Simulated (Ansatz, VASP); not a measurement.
Two plane-wave programs on Si3C2

```xyz
10
Lattice="2.5214 1.4557 5.0201 -2.5214 1.4557 5.0201 0.0000 -2.9114 5.0201" Properties=species:S:1:pos:R:3 pbc="T T T"
Si   -0.9199   -1.4557    6.2751
Si    1.7206   -0.0688    6.2751
Si   -0.8007    1.5245    6.2751
Si    0.9199    1.4557    8.7851
Si   -1.7206    0.0688    8.7851
Si    0.8007   -1.5245    8.7851
C     0.0000    0.0000   12.8444
C     0.0000    0.0000    9.7458
C     0.0000    0.0000    2.2157
C     0.0000    0.0000    5.3143
```

Alike in both runs: functional PBE; k mesh 6 × 6 × 6; occupations gaussian, width 0.1 eV; no spin polarisation.

Ansatz relaxed the structure, and its values are those at the end. VASP's run is a single point on that final structure, the one shown.

|  | VASP | Ansatz |
| --- | --- | --- |
| version | VASP 6.6.1 | Ansatz 0.2.0 |
| potentials or method | VASP PAW PBE potentials, release 64 (Si, C), cutoff 520 eV | scalar-relativistic, plane waves, PAW |
| valence electrons in the cell | 40 | 40 |

|  | VASP | Ansatz | Ansatz less VASP |
| --- | --- | --- | --- |
| gap on the k mesh at the Fermi level (eV) | none | none | - |
| pressure (GPa) | 0.1 | 0.0 | -0.06 |
| rms of the force components (eV/Å) | 0.006 | 0.005 | -0.0014 |

A gap of «none» marks a metal or a gap that the smearing closes. The functional is the same, so the differences come from potentials, cutoffs and numerics.
